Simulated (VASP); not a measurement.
## Zn5Se2S3: single point with PBE

Crystal: Zn5Se2S3.

```xyz
10
Lattice="-1.9660 1.9660 13.8876 1.9660 -1.9660 13.8876 1.9660 1.9660 -13.8876" Properties=species:S:1:pos:R:3 pbc="T T T"
Zn    0.0000    0.0000   19.5047
Zn    0.0000    0.0000    8.2704
Zn    0.0000    0.0000   24.8164
Zn    0.0000    0.0000   13.8876
Zn    0.0000    0.0000    2.9587
Se    1.9660    0.0000   12.4093
Se    1.9660    0.0000    1.4782
S     1.9660    0.0000    6.9438
S     0.0000    1.9660    9.5996
S     0.0000    1.9660    4.2879
```

| Property | Result |
| --- | --- |
| Program | VASP 6.6.1 |
| Task | single point |
| Functional | PBE |
| Potentials or basis | VASP PAW PBE potentials, release 64 (Zn, Se, S) |
| Cutoff | 520 eV |
| k mesh | 6 × 6 × 6 |
| Occupations | gaussian, width 0.1 eV |
| Spin | no spin polarisation |

- Pressure: 0.2 GPa
- Largest force: 0.004 eV/Å
- Band gap on the k mesh: 1.54 eV

Forces on the atoms (eV/Å):
```
Zn   0.000  0.000  0.003
Zn   0.000  0.000 -0.003
Zn   0.000  0.000 -0.004
Zn   0.000  0.000  0.000
Zn   0.000  0.000  0.004
Se   0.000  0.000 -0.002
Se   0.000  0.000  0.002
S    0.000  0.000  0.000
S    0.000  0.000 -0.002
S    0.000  0.000  0.002
```

Levels at points of the mesh, in eV from the valence-band top:
| k point | band 41 | band 42 | band 43 | band 44 | band 45 | band 46 | band 47 | band 48 | band 49 | band 50 |
| --- | --- | --- | --- | --- | --- | --- | --- | --- | --- | --- |
| (0.00, 0.00, 0.00) | -0.94 | -0.94 | -0.13 | 0.00 | 0.00 | 1.54 | 3.29 | 3.38 | 3.68 | 3.70 |
| (0.50, 0.00, 0.00) | -1.26 | -1.24 | -0.94 | -0.51 | -0.50 | 2.81 | 3.29 | 3.39 | 4.17 | 4.24 |
| (0.50, 0.50, 0.00) | -2.43 | -2.35 | -2.23 | -2.20 | -2.13 | 3.17 | 3.69 | 3.70 | 3.82 | 4.08 |
| (0.50, 0.50, 0.50) | -0.93 | -0.54 | -0.54 | -0.11 | -0.11 | 2.41 | 2.54 | 3.18 | 3.57 | 3.86 |

Run time: 51 min on 1 thread of Intel(R) Xeon(R) 6975P-C (Granite Rapids), with other jobs on the host, peak memory 2.1 GiB.

A k mesh can miss the band edges.
